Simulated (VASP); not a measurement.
# Ni (Fm-3m) in VASP: notebook

Ni is run at these levels: LDA+U; tasks: single point.

Everything below comes from runs of VASP 6.6.1. Logs are shortened: lines on timing, memory, paths and dates and some standing lists are left out, and cuts for length are marked.

## 1. The cell of the first run

It takes space group Fm-3m (No. 225, cubic). Conventional cell: a = 3.562 Å, b = 3.562 Å, c = 3.562 Å, α = 90.00°, β = 90.00°, γ = 90.00°. Within 3.3 Å of Ni (site symmetry m-3m) lie 12 Ni at 2.52 Å.

## 2. Single point, LDA+U, collinear spin, ferromagnetic start

INCAR

```
ALGO = Normal ; EDIFF = 1E-6
ENCUT = 590 ; GGA = CA
GGA_COMPAT = F ; ISIF = 2
ISMEAR = 0 ; ISPIN = 2
LASPH = T ; LCHARG = T
LDAU = T ; LDAUJ = 0
LDAUL = 2 ; LDAUPRINT = 1
LDAUTYPE = 2 ; LDAUU = 4.2
LELF = T ; LMAXMIX = 4
LORBIT = 11 ; LREAL = F
LVHAR = T ; LWAVE = F
MAGMOM = 1.94 ; NBANDS = 19
NELM = 200 ; NUPDOWN = 1.94
PREC = Accurate ; SIGMA = 0.05
```

KPOINTS

```
k-points
0
Gamma
  15 15 15
```

POSCAR

```
Ni
1.0
    0.0000000000      1.7810000000      1.7810000000
    1.7810000000      0.0000000000      1.7810000000
    1.7810000000      1.7810000000      0.0000000000
Ni
1
Direct
    0.0000000000      0.0000000000      0.0000000000
```

Potentials or basis: VASP PAW LDA potentials, release 64 (Ni_sv_GW).

Command:

```console
$ cat potpaw_LDA.64/Ni_sv_GW/POTCAR > POTCAR
$ mpirun -np 1 vasp_std > vasp.out
```

OUTCAR:

```text
EDIFF = 1E-6
   ENCUT = 590
   GGA = CA
   ISIF = 2
   ISMEAR = 0
   ISPIN = 2
   LASPH = T
   LORBIT = 11
   LREAL = F
   NELM = 200
   NUPDOWN = 1.94
   PREC = Accurate

 ion  position               nearest neighbor table
   1  0.000  0.000  0.000-

  LATTYP: Found a face centered cubic cell.
 ALAT       =     3.5620000000

  Lattice vectors:

 A1 = (   0.0000000000,   1.7810000000,   1.7810000000)
 A2 = (   1.7810000000,   0.0000000000,   1.7810000000)
 A3 = (   1.7810000000,   1.7810000000,   0.0000000000)

Analysis of symmetry for initial positions (statically):
=====================================================================
 Subroutine PRICEL returns:
 Original cell was already a primitive cell.

 Routine SETGRP: Setting up the symmetry group for a
 face centered cubic supercell.

 Subroutine GETGRP returns: Found 48 space group operations
 (whereof 48 operations were pure point group operations)
 out of a pool of 48 trial point group operations.

The static configuration has the point symmetry O_h .

Analysis of symmetry for dynamics (positions and initial velocities):
=====================================================================
 Subroutine PRICEL returns:
 Original cell was already a primitive cell.

 Routine SETGRP: Setting up the symmetry group for a
 face centered cubic supercell.

 Subroutine GETGRP returns: Found 48 space group operations
 (whereof 48 operations were pure point group operations)
 out of a pool of 48 trial point group operations.

The dynamic configuration has the point symmetry O_h .

Analysis of structural, dynamic, and magnetic symmetry:
=====================================================================
 Subroutine PRICEL returns:
 Original cell was already a primitive cell.

 Routine SETGRP: Setting up the symmetry group for a
 face centered cubic supercell.

 Subroutine GETGRP returns: Found 48 space group operations
 (whereof 48 operations were pure point group operations)
 out of a pool of 48 trial point group operations.

The overall configuration has the point symmetry O_h .

 Subroutine INISYM returns: Found 48 space group operations
 (whereof 48 operations are pure point group operations),
 and found     1 'primitive' translations

----------------------------------------------------------------------------------------

                                     Primitive cell

  volume of cell :      11.2985

  direct lattice vectors                    reciprocal lattice vectors
     0.000000000  1.781000000  1.781000000    -0.280741157  0.280741157  0.280741157
     1.781000000  0.000000000  1.781000000     0.280741157 -0.280741157  0.280741157
     1.781000000  1.781000000  0.000000000     0.280741157  0.280741157 -0.280741157

  length of vectors
     2.518714355  2.518714355  2.518714355     0.486257947  0.486257947  0.486257947

  position of ions in fractional coordinates (direct lattice)
     0.000000000  0.000000000  0.000000000

  ion indices of the primitive-cell ions
   primitive index   ion index
                 1           1

----------------------------------------------------------------------------------------

 KPOINTS: k-points

Automatic generation of k-mesh.
 Grid dimensions read from file:
 generate k-points for:   15   15   15

 Generating k-lattice:

  Cartesian coordinates                     Fractional coordinates (reciprocal lattice)
    -0.018716077  0.018716077  0.018716077     0.066666667  0.000000000  0.000000000
     0.018716077 -0.018716077  0.018716077     0.000000000  0.066666667  0.000000000
     0.018716077  0.018716077 -0.018716077     0.000000000  0.000000000  0.066666667
[... 40 lines left out ...]
   number of dos      NEDOS =    301   number of ions     NIONS =      1
   total plane-waves  NPLWV =   8000
   dimension x,y,z NGX =    20 NGY =   20 NGZ =   20
   dimension x,y,z NGXF=    40 NGYF=   40 NGZF=   40
   ions per type =               1
   NGX,Y,Z   is equivalent  to a cutoff of  13.20, 13.20, 13.20 a.u.
   NGXF,Y,Z  is equivalent  to a cutoff of  26.40, 26.40, 26.40 a.u.
 SYSTEM =  unknown system
   PREC   = accura    normal or accurate (medium, high low for compatibility)
   ISTART =      0    job   : 0-new  1-cont  2-samecut
   ICHARG =      2    charge: 1-file 2-atom 10-const
   ISPIN  =      2    spin polarized calculation?
   LNONCOLLINEAR =      F non collinear calculations
   LSORBIT =      F    spin-orbit coupling
   LASPH  =      T    aspherical Exc in radial PAW
   ENCUT  =  590.0 eV  43.36 Ry    6.59 a.u.   4.99  4.99  4.99*2*pi/ulx,y,z
   NELM   =    200;   NELMIN=  2; NELMDL= -5     # of ELM steps
   EDIFF  = 0.1E-05   stopping-criterion for ELM
   LREAL  =      F    real-space projection
[... 7 lines left out ...]
   TEBEG  =    0.0;   TEEND  =   0.0 temperature during run
   PSTRESS=    0.0 pullay stress
   NELECT =      18.0000    total number of electrons
   NUPDOWN=       1.9400    fix difference up-down
   EMIN   =  10.00;   EMAX   =-10.00  energy-range for DOS
   EFERMI =   0.00;   METHOD = LEGACY
   ISMEAR =     0;   SIGMA  =   0.05  broadening in eV -4-tet -1-fermi 0-gaus
   EFERMI_NEDOS =   21; number of points for ismear=-14 and -15
   IALGO  =     38    algorithm
   IMIX   =      4    mixing-type and parameters
     AMIX     =   0.40;   BMIX     =  1.00
     AMIX_MAG =   1.60;   BMIX_MAG =  1.00
  volume/ion in A,a.u.               =      11.30        76.25
  Fermi-wavevector in a.u.,A,eV,Ry     =   1.912017  3.613188 49.740301  3.655809
  Thomas-Fermi vector in A             =   2.948491
   LORBIT       =     11    0 simple, 1 ext, 2 COOP (PROOUT), +10 PAW based schemes
 LDA+U is selected, type is set to LDAUTYPE =  2
   angular momentum for each species LDAUL =     2
   U (eV)           for each species LDAUU =   4.2
   J (eV)           for each species LDAUJ =   0.0
   GGA     = CA    functional components
   LHFCALC =     F    Hartree Fock is set to
   AEXX    =    0.0000 exact exchange contribution
   IVDW    =     0    specifies the selected vdW correction
   LEPSILON=     F    determine dielectric tensor
   LRPA    =     F    only Hartree local field effects (RPA)
 spin polarized calculation
 Gauss-broadening in eV      SIGMA  =   0.05
  energy-cutoff  :      590.00
  volume of cell :       11.30
 maximum number of plane-waves:       378
   NGX =  9   NGY =  9   NGZ =  9

atom =   1  type =  1  l = 2

 onsite density matrix

spin component  1

  0.9250 -0.0000 -0.0000  0.0000  0.0000
 -0.0000  0.9250 -0.0000 -0.0000 -0.0000
 -0.0000 -0.0000  0.9292 -0.0000  0.0000
  0.0000 -0.0000 -0.0000  0.9250  0.0000
  0.0000 -0.0000  0.0000  0.0000  0.9292

spin component  2

  0.4362 -0.0000  0.0000 -0.0000 -0.0000
 -0.0000  0.4362  0.0000  0.0000 -0.0000
  0.0000  0.0000  0.8619  0.0000 -0.0000
 -0.0000  0.0000  0.0000  0.4362 -0.0000
 -0.0000 -0.0000 -0.0000 -0.0000  0.8619

 occupancies and eigenvectors

  o =  0.4362  v =  0.0000  0.0000  0.0000  0.0000  0.0000  0.0000  0.1020 -0.0000 -0.9948 -0.0000      0.0000  0.0000  0.0000  0.0000  0.0000  0.0000  0.0000  0.0000  0.0000  0.0000
  o =  0.4362  v =  0.0000  0.0000  0.0000  0.0000  0.0000  1.0000  0.0000  0.0000  0.0000  0.0000      0.0000  0.0000  0.0000  0.0000  0.0000  0.0000  0.0000  0.0000  0.0000  0.0000
  o =  0.4362  v =  0.0000  0.0000  0.0000  0.0000  0.0000  0.0000 -0.9948 -0.0000 -0.1020  0.0000      0.0000  0.0000  0.0000  0.0000  0.0000  0.0000  0.0000  0.0000  0.0000  0.0000
  o =  0.8619  v =  0.0000  0.0000  0.0000  0.0000  0.0000  0.0000 -0.0000  0.9298 -0.0000 -0.3681      0.0000  0.0000  0.0000  0.0000  0.0000  0.0000  0.0000  0.0000  0.0000  0.0000
  o =  0.8619  v =  0.0000  0.0000  0.0000  0.0000  0.0000  0.0000  0.0000  0.3681 -0.0000  0.9298      0.0000  0.0000  0.0000  0.0000  0.0000  0.0000  0.0000  0.0000  0.0000  0.0000
  o =  0.9250  v =  0.0000 -0.9159 -0.0000  0.4014  0.0000  0.0000  0.0000  0.0000  0.0000  0.0000      0.0000  0.0000  0.0000  0.0000  0.0000  0.0000  0.0000  0.0000  0.0000  0.0000
  o =  0.9250  v =  0.0000  0.4014  0.0000  0.9159  0.0000  0.0000  0.0000  0.0000  0.0000  0.0000      0.0000  0.0000  0.0000  0.0000  0.0000  0.0000  0.0000  0.0000  0.0000  0.0000
  o =  0.9250  v =  1.0000  0.0000  0.0000  0.0000  0.0000  0.0000  0.0000  0.0000  0.0000  0.0000      0.0000  0.0000  0.0000  0.0000  0.0000  0.0000  0.0000  0.0000  0.0000  0.0000
  o =  0.9292  v =  0.0000 -0.0000  0.9887 -0.0000 -0.1496  0.0000  0.0000  0.0000  0.0000  0.0000      0.0000  0.0000  0.0000  0.0000  0.0000  0.0000  0.0000  0.0000  0.0000  0.0000
  o =  0.9292  v =  0.0000  0.0000  0.1496 -0.0000  0.9887  0.0000  0.0000  0.0000  0.0000  0.0000      0.0000  0.0000  0.0000  0.0000  0.0000  0.0000  0.0000  0.0000  0.0000  0.0000

 number of electron      17.9999994 magnetization       1.9399995

 Free energy of the ion-electron system (eV)
  ---------------------------------------------------
  ext. energy  EPLUGINS =         0.00000000
  ---------------------------------------------------
  free energy    TOTEN  =        -2.73986987 eV

  energy without entropy =       -2.73900746  energy(sigma->0) =       -2.73943866

 E-fermi :   6.1871     XC(G=0): -14.1270

 val. band max:       11.4160212533   @ k =   0.4667   0.0000   0.0000
 cond. band min:       6.1927646104   @ k =  -0.4000   0.4667   0.1333
 fundamental gap:     -5.2232566429
 Fermi energy:        11.4166887718

 spin component 1

 k-point     1 :       0.0000    0.0000    0.0000
  band No.  band energies     occupation
      1     -96.5454      1.00000
      2     -57.3952      1.00000
      3     -57.3952      1.00000
      4     -57.3952      1.00000
      5      -2.1618      1.00000
      6       1.9602      1.00000
[... 1049 lines left out ...]
     18      42.4356      0.00000
     19      46.2880      0.00000

 [... further k-points ...]
[... 5 lines left out ...]
  --------------------------------------------------------------------------------------
  -------------------------------------------------------------------------------------
  Total        0.1204006      0.1204006      0.1204006      0.0000000      0.0000000      0.0000000
  in kB       17.0733048     17.0733048     17.0733048      0.0000000      0.0000000      0.0000000
  external PRESSURE =      17.0733048 kB  Pullay stress =       0.0000000 kB

 VOLUME and BASIS-vectors are now :
 -----------------------------------------------------------------------------
  energy-cutoff  :      590.00
  volume of cell :       11.30
      direct lattice vectors                 reciprocal lattice vectors
     0.000000000  1.781000000  1.781000000    -0.280741157  0.280741157  0.280741157
     1.781000000  0.000000000  1.781000000     0.280741157 -0.280741157  0.280741157
     1.781000000  1.781000000  0.000000000     0.280741157  0.280741157 -0.280741157

 POSITION                                       TOTAL-FORCE (eV/Angst)
 -----------------------------------------------------------------------------------
      0.00000      0.00000      0.00000         0.000000     -0.000000      0.000000
 -----------------------------------------------------------------------------------
    total drift:                                0.000000      0.000000      0.000000

  FREE ENERGIE OF THE ION-ELECTRON SYSTEM (eV)
  ---------------------------------------------------
  free  energy   TOTEN  =        -2.7398698655 eV

  energy  without entropy=       -2.7390074563  energy(sigma->0) =       -2.73943866

 total charge

# of ion       s       p       d       f       tot
--------------------------------------------------
    1        2.271   6.385   7.638   0.004  16.297

 magnetization (x)

# of ion       s       p       d       f       tot
--------------------------------------------------
    1        0.037   0.134   1.599   0.001   1.771
```

Run time: 71 s. Hardware: 1 thread of Intel Xeon Platinum 8375C at 2.90GHz (Ice Lake), shared host; peak memory 0.17 GiB.

Results:

```
Free energy                                           : -2.7399 eV
Pressure                                              : 1.7 GPa
Net moment                                            : 1.94 μB per cell
Site moments                                          : Ni +1.77 μB
Valence electrons inside the program's atomic spheres : Ni 16.30
```

Eigenvalues of the final occupation matrices:
```tsv
site	spin	trace	eigenvalues
site 1 d	1	4.63	0.93 0.93 0.93 0.93 0.93
site 1 d	2	3.03	0.44 0.44 0.44 0.86 0.86
```

Caveat: the total moment is fixed, so each spin has its own Fermi level; the U is typed as a test and isn't derived for this compound. The state reached can hang on the start; a lower one may exist.

## 3. Single point, LDA+U, collinear spin, ferromagnetic start

INCAR

```
SYSTEM = Ni
PREC = Accurate ; ENCUT = 590
EDIFF = 1E-6 ; ISMEAR = 0
SIGMA = 0.05 ; LREAL = .FALSE.
LASPH = .TRUE. ; NELM = 200
ALGO = Normal ; ISIF = 2
LWAVE = .FALSE. ; LCHARG = .FALSE.
ISPIN = 2 ; MAGMOM = 0.73
LORBIT = 11 ; NUPDOWN = 0.73
LMAXMIX = 4 ; LDAU = .TRUE.
LDAUTYPE = 2 ; LDAUL = 2
LDAUU = 4.2 ; LDAUJ = 0
LDAUPRINT = 1 ; NBANDS = 19
GGA_COMPAT = .FALSE.
```

KPOINTS

```
Automatic mesh
0
G
  15 15 15
  0 0 0
```

POSCAR is that of step 2.

Potentials or basis: VASP PAW LDA potentials, release 64 (Ni_sv_GW).

Command:

```console
$ cat potpaw_LDA.64/Ni_sv_GW/POTCAR > POTCAR
$ mpirun -np 1 vasp_std > vasp.out
```

Run time: 36 s. Hardware: 1 thread of Intel Xeon Platinum 8559C (Emerald Rapids), shared host; peak memory 0.17 GiB.

It converged, with:

| Quantity | Value |
| --- | --- |
| Free energy | -4.0469 eV |
| Pressure | -25.2 GPa |
| Net moment | 0.73 μB per cell |
| Site moments | Ni +0.81 μB |
| Valence electrons inside the program's atomic spheres | Ni 16.38 |

Eigenvalues of the final occupation matrices:
```
    site  spin  trace               eigenvalues
site 1 d     1   4.38  0.87 0.87 0.87 0.88 0.88
site 1 d     2   3.54  0.62 0.62 0.62 0.84 0.84
```

Caveat: the total moment is fixed, so each spin has its own Fermi level; the U is typed as a test and isn't derived for this compound. The state reached can hang on the start; a lower one may exist.
